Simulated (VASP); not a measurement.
## Ru: electric field gradients with PBE

Crystal: Ru.

```
CELL_PARAMETERS angstrom
0.00000 1.95256 1.95256
1.95256 0.00000 1.95256
1.95256 1.95256 0.00000
ATOMIC_POSITIONS crystal
Ru 0.00000 0.00000 0.00000
```

This cell differs from its parent crystal: volume scaled by 1.06.

```yaml
Program: VASP 6.6.1
Task: electric field gradients
Functional: PBE
Potentials_or_basis: VASP PAW PBE potentials, release 64 (Ru_pv)
Cutoff: 520 eV
k_mesh: 16 × 16 × 16
Occupations: fermi-dirac, width 0.05 eV
Spin: no spin polarisation
Dipole_correction: no
Further_INCAR_settings: ALGO = Normal; EDIFF = 1e-08; NBANDS = 13
```

* Pressure: -18.9 GPa
* Band gap on the k mesh: zero (band 7 reaches 13.08 eV, above the bottom of band 8 at 9.99 eV)

Levels at points of the mesh, in eV from the Fermi level:
| k point | band 4 | band 5 | band 6 | band 7 | band 8 | band 9 | band 10 | band 11 |
| --- | --- | --- | --- | --- | --- | --- | --- | --- |
| (0.00, 0.00, 0.00) | -7.39 | -2.28 | -2.28 | -2.28 | -0.16 | -0.16 | 10.62 | 15.05 |
| (0.50, 0.00, 0.00) | -5.44 | -2.38 | -2.38 | 0.95 | 1.46 | 1.46 | 8.95 | 10.62 |
| (0.50, 0.50, 0.00) | -5.63 | -5.20 | 1.42 | 1.90 | 1.90 | 3.37 | 10.62 | 12.38 |

It took 22 s on 1 thread of AMD EPYC 9R45 96-Core Processor (Zen 5) (shared host), peak memory 0.13 GiB.

Caveat: without QUAD_EFG the Cq values of the log hold for a quadrupole moment of 1 mb, not for the nuclei.
